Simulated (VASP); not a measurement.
# TiN (rocksalt type) (Fm-3m) in VASP: notebook, part 2 of 2

VASP 6.6.1. Earlier steps stand in the parts before.

### Step 4. Single point, r2SCAN

This run uses another cell than the first one, of 9.48 Å³/atom, 1.064 times its volume.

Contents of POSCAR:

```
TiN
1.0
    0.0000000000      2.1165700727      2.1165700727
    2.1165700727      0.0000000000      2.1165700727
    2.1165700727      2.1165700727      0.0000000000
Ti N
1 1
Direct
    0.0000000000      0.0000000000      0.0000000000
    0.5000000000      0.5000000000      0.5000000000
```

Contents of INCAR.step1:

```
PREC = Accurate
ENCUT = 520
ISMEAR = -1
SIGMA = 0.1
LREAL = F
LASPH = T
NELM = 80
NBANDS = 16
GGA = PE
ALGO = Normal
EDIFF = 1E-4
LWAVE = T
LCHARG = F
```

Contents of INCAR.step2:

```
PREC = Accurate
ENCUT = 520
EDIFF = 1E-6
ISMEAR = -1
SIGMA = 0.1
LREAL = F
LASPH = T
NELM = 80
ALGO = Normal
ISIF = 2
LWAVE = F
LCHARG = T
METAGGA = R2SCAN
LMIXTAU = T
LELF = T
LVHAR = T
NBANDS = 16
ISTART = 1
```

Contents of KPOINTS:

```
Automatic mesh
0
Gamma
  17 17 17
```

Potentials or basis: VASP PAW PBE potentials, release 64 (Ti_sv, N).

Started as:

```console
> cat potpaw_PBE.64/Ti_sv/POTCAR potpaw_PBE.64/N/POTCAR > POTCAR
> cp INCAR.step1 INCAR
> mpirun -np 1 vasp_std > vasp.out
> cp INCAR.step2 INCAR
> mpirun -np 1 vasp_std > vasp.out
```

OUTCAR:

```text
PREC = Accurate
   ENCUT = 520
   EDIFF = 1E-6
   ISMEAR = -1
   LREAL = F
   LASPH = T
   NELM = 80
   ISIF = 2
   METAGGA = R2SCAN
   ISTART = 1

 ion  position               nearest neighbor table
   1  0.000  0.000  0.000-   2 2.12   2 2.12   2 2.12   2 2.12   2 2.12   2 2.12
   2  0.500  0.500  0.500-   1 2.12   1 2.12   1 2.12   1 2.12   1 2.12   1 2.12

  LATTYP: Found a face centered cubic cell.
 ALAT       =     4.2331401454

  Lattice vectors:

 A1 = (   0.0000000000,   2.1165700727,   2.1165700727)
 A2 = (   2.1165700727,   0.0000000000,   2.1165700727)
[... 625 lines left out ...]
      5      -6.1471      2.00000
      6       7.5147      2.00000
[... 8 lines left out ...]
     15      25.6964      0.00000
     16      30.8286      0.00000

 [... further k-points ...]
[... 5 lines left out ...]
  --------------------------------------------------------------------------------------
  -------------------------------------------------------------------------------------
  Total        0.1780692      0.1780692      0.1780692     -0.0000000     -0.0000000     -0.0000000
  in kB       15.0442838     15.0442838     15.0442838     -0.0000000     -0.0000000     -0.0000000
  external PRESSURE =      15.0442838 kB  Pullay stress =       0.0000000 kB

 VOLUME and BASIS-vectors are now :
 -----------------------------------------------------------------------------
  energy-cutoff  :      520.00
  volume of cell :       18.96
      direct lattice vectors                 reciprocal lattice vectors
     0.000000000  2.116570073  2.116570073    -0.236231253  0.236231253  0.236231253
     2.116570073  0.000000000  2.116570073     0.236231253 -0.236231253  0.236231253
     2.116570073  2.116570073  0.000000000     0.236231253  0.236231253 -0.236231253

 POSITION                                       TOTAL-FORCE (eV/Angst)
 -----------------------------------------------------------------------------------
      0.00000      0.00000      0.00000        -0.000000      0.000000     -0.000000
      2.11657      2.11657      2.11657         0.000000      0.000000      0.000000
 -----------------------------------------------------------------------------------
    total drift:                                0.000000     -0.000000     -0.000000

  FREE ENERGIE OF THE ION-ELECTRON SYSTEM (eV)
  ---------------------------------------------------
  free  energy   TOTEN  =       -26.0279878001 eV

  energy  without entropy=      -26.0014730119  energy(sigma->0) =      -26.01473041
```

OUTCAR.step1:

```text
PREC = Accurate
   ENCUT = 520
   ISMEAR = -1
   LREAL = F
   LASPH = T
   NELM = 80
[... 674 lines left out ...]
 -----------------------------------------------------------------------------------
      0.00000      0.00000      0.00000        -0.000000     -0.000000      0.000000
      2.11657      2.11657      2.11657         0.000000      0.000000     -0.000000
 -----------------------------------------------------------------------------------
    total drift:                                0.000000     -0.000000     -0.000000

  FREE ENERGIE OF THE ION-ELECTRON SYSTEM (eV)
  ---------------------------------------------------
  free  energy   TOTEN  =       -19.6485028687 eV

  energy  without entropy=      -19.6209593645  energy(sigma->0) =      -19.63473112
```

OSZICAR.step1:

```text
N       E                     dE             d eps       ncg     rms          rms(c)
DAV:   1     0.132770819718E+03    0.13277E+03   -0.83004E+03  5336   0.126E+03
DAV:   2    -0.169416240704E+02   -0.14971E+03   -0.14043E+03  5840   0.348E+02
DAV:   3    -0.246266084113E+02   -0.76850E+01   -0.76210E+01  6712   0.814E+01
DAV:   4    -0.248046505726E+02   -0.17804E+00   -0.17787E+00  6456   0.117E+01
DAV:   5    -0.248086135984E+02   -0.39630E-02   -0.39630E-02  6208   0.157E+00    0.183E+01
DAV:   6    -0.200262223263E+02    0.47824E+01   -0.12939E+01  6944   0.536E+01    0.688E+00
DAV:   7    -0.196879711454E+02    0.33825E+00   -0.16476E+00  6240   0.160E+01    0.497E+00
DAV:   8    -0.199068864164E+02   -0.21892E+00   -0.10476E+00  7112   0.152E+01    0.600E+00
DAV:   9    -0.196587276573E+02    0.24816E+00   -0.33912E-01  5968   0.902E+00    0.157E+00
DAV:  10    -0.196516025275E+02    0.71251E-02   -0.31593E-02  6568   0.201E+00    0.428E-01
DAV:  11    -0.196485416650E+02    0.30609E-02   -0.46712E-03  7728   0.839E-01    0.166E-01
DAV:  12    -0.196485028687E+02    0.38796E-04   -0.38782E-04  6032   0.186E-01
   1 F= -.19648503E+02 E0= -.19634731E+02  d E =-.275435E-01
```

It took 3 min on 1 thread of Intel Xeon Platinum 8259CL at 2.50GHz (Skylake/Cascade Lake), shared host; peak memory 0.18 GiB.

What came out:

```
Free energy : -26.0280 eV
Pressure    : 1.5 GPa
```

Caveat: the PAW data sets were made with another functional, which shifts forces and pressure a little.

### Step 5. Relaxation of cell and atoms, r2SCAN

This run uses another cell than the first one, of 10.00 Å³/atom, 1.122 times its volume.

Contents of POSCAR:

```
TiN
1.0
    0.0000000000      2.1544346900      2.1544346900
    2.1544346900      0.0000000000      2.1544346900
    2.1544346900      2.1544346900      0.0000000000
Ti N
1 1
Direct
    0.0000000000      0.0000000000      0.0000000000
    0.5000000000      0.5000000000      0.5000000000
```

Contents of INCAR.step1:

```
SYSTEM = TiN
PREC = Accurate ; ENCUT = 600
ISMEAR = -1 ; SIGMA = 0.1
LREAL = .False. ; LASPH = .True.
NELM = 60 ; GGA = PE
ALGO = Normal ; EDIFF = 1E-4
LWAVE = .True. ; LCHARG = .False.
```

Contents of INCAR.step2:

```
SYSTEM = TiN
PREC = Accurate ; ENCUT = 600
EDIFF = 1E-7 ; ISMEAR = -1
SIGMA = 0.1 ; LREAL = .False.
LASPH = .True. ; NELM = 60
ALGO = Normal ; ISIF = 3
LWAVE = .False. ; LCHARG = .False.
METAGGA = R2SCAN ; LMIXTAU = .True.
IBRION = 2 ; NSW = 60
EDIFFG = -0.005 ; ISTART = 1
```

Contents of KPOINTS:

```
Automatic mesh
0
Gamma
  17 17 17
  0 0 0
```

Potentials or basis: VASP PAW PBE potentials, release 64 (Ti_sv, N).

Started as:

```console
> cat potpaw_PBE.64/Ti_sv/POTCAR potpaw_PBE.64/N/POTCAR > POTCAR
> cp INCAR.step1 INCAR
> mpirun -np 1 vasp_std > vasp.out
> cp INCAR.step2 INCAR
> mpirun -np 1 vasp_std > vasp.out
```

OUTCAR:

```text
SYSTEM = TiN
   PREC = Accurate
   ENCUT = 600
   EDIFF = 1E-7
   ISMEAR = -1
   LREAL = .False.
   LASPH = .True.
   NELM = 60
   ISIF = 3
   METAGGA = R2SCAN
   IBRION = 2
   NSW = 60
   EDIFFG = -0.005
   ISTART = 1

 ion  position               nearest neighbor table
   1  0.000  0.000  0.000-   2 2.15   2 2.15   2 2.15   2 2.15   2 2.15   2 2.15
   2  0.500  0.500  0.500-   1 2.15   1 2.15   1 2.15   1 2.15   1 2.15   1 2.15

  LATTYP: Found a face centered cubic cell.
 ALAT       =     4.3088693800

  Lattice vectors:

 A1 = (   0.0000000000,   2.1544346900,   2.1544346900)
 A2 = (   2.1544346900,   0.0000000000,   2.1544346900)
 A3 = (   2.1544346900,   2.1544346900,   0.0000000000)

Analysis of symmetry for initial positions (statically):
=====================================================================
 Subroutine PRICEL returns:
 Original cell was already a primitive cell.
[... 294 lines left out ...]

 k-point     1 :       0.0000    0.0000    0.0000
  band No.  band energies     occupation
      1     -48.7023      2.00000
      2     -23.6398      2.00000
      3     -23.6397      2.00000
      4     -23.6397      2.00000
      5      -6.5998      2.00000
      6       9.2797      2.00000
      7       9.2797      2.00000
      8       9.2797      2.00000
      9      11.0449      1.99584
     10      11.0449      1.99584
     11      11.0449      1.99584
     12      12.2477      0.00572
[... 331 lines left out ...]
 k-point    24 :      -0.1176    0.0588    0.0000
  band No.  band energies     occupation
      1     -48.6825      2.00000
      2     -23.7697      2.00000
      3     -23.6674      2.00000
      4     -23.6432      2.00000
      5      -6.1897      2.00000
      6       7.4580      2.00000
      7       7.8883      2.00000
      8       8.3098      2.00000
      9      11.3307      1.92993
     10      11.6463      1.07976
     11      11.9017      0.16730
     12      13.1860      0.00000

 [... further k-points ...]
[... 5 lines left out ...]
  --------------------------------------------------------------------------------------
  -------------------------------------------------------------------------------------
  Total        0.0008558      0.0008558      0.0008558      0.0000000      0.0000000     -0.0000000
  in kB        0.0719188      0.0719188      0.0719188      0.0000000      0.0000000     -0.0000000
  external PRESSURE =       0.0719188 kB  Pullay stress =       0.0000000 kB
[... 17 lines left out ...]
  FREE ENERGIE OF THE ION-ELECTRON SYSTEM (eV)
  ---------------------------------------------------
  free  energy   TOTEN  =       -26.0299947799 eV

  energy  without entropy=      -26.0032604949  energy(sigma->0) =      -26.01662764

 reached required accuracy - stopping structural energy minimisation
```

OUTCAR.step1:

```text
SYSTEM = TiN
   PREC = Accurate
   ENCUT = 600
   ISMEAR = -1
   LREAL = .False.
   LASPH = .True.
[... 580 lines left out ...]
      0.00000      0.00000      0.00000         0.000000      0.000000     -0.000000
      2.15443      2.15443      2.15443        -0.000000     -0.000000      0.000000
 -----------------------------------------------------------------------------------
    total drift:                                0.000000     -0.000000     -0.000000

  FREE ENERGIE OF THE ION-ELECTRON SYSTEM (eV)
  ---------------------------------------------------
  free  energy   TOTEN  =       -19.6261359525 eV

  energy  without entropy=      -19.5962927763  energy(sigma->0) =      -19.61121436
```

Run time: 7.5 min. Hardware: 1 thread of Intel Xeon Platinum 8259CL at 2.50GHz (Skylake/Cascade Lake), shared host; peak memory 0.19 GiB.

Results:

| Item | Value |
| --- | --- |
| Free energy | -26.0300 eV |
| Relaxed volume | 9.53 Å³/atom |
| Relaxed cell | a = 2.999 Å, b = 2.999 Å, c = 2.999 Å, α = 60.00°, β = 60.00°, γ = 60.00° |
| Space group after relaxing (to 0.05 Å) | Fm-3m (No. 225) |
| Energy gained by relaxing | 19.2 meV/atom |
| Ionic steps | 4 |
| Pressure after relaxing | 0.0 GPa |

Step by step:
```csv
step,energy change (eV),largest force (eV/Å),pressure (GPa),volume (Å³)
1,0.0000,0.0000,-12.64,20.00
2,0.0477,0.0000,23.17,17.80
3,-0.0383,0.0000,-0.25,19.08
4,-0.0383,0.0000,0.01,19.06
```

Final structure:
```
Ti N
1.0
     0.00000    2.12032    2.12032
     2.12032    0.00000    2.12032
     2.12032    2.12032    0.00000
Ti N
1 1
Direct
  0.00000 0.00000 0.00000
  0.50000 0.50000 0.50000
```

Caveat: the PAW data sets were made with another functional, which shifts forces and pressure a little.

### Step 6. Summary

```tsv
task	cell	cutoff (eV)	gap on the mesh (eV)	pressure (GPa)
single point	a = 2.932 Å, angles 60.0°, 2 atoms	520	none	22.6
single point	a = 2.993 Å, angles 60.0°, 2 atoms	520	none	1.5
relaxation of cell and atoms	relaxed from a = 3.047 Å, angles 60.0°, 2 atoms	600	none	0.0
```

Alike in all rows: level r2SCAN; potentials or basis VASP PAW PBE potentials, release 64 (Ti_sv, N); no spin polarisation; k mesh 17 × 17 × 17; smearing fermi-dirac 0.1 eV.

Caveats: the PAW data sets were made with another functional, which shifts forces and pressure a little.

Absolute energies hang on the potentials; compare differences alone.
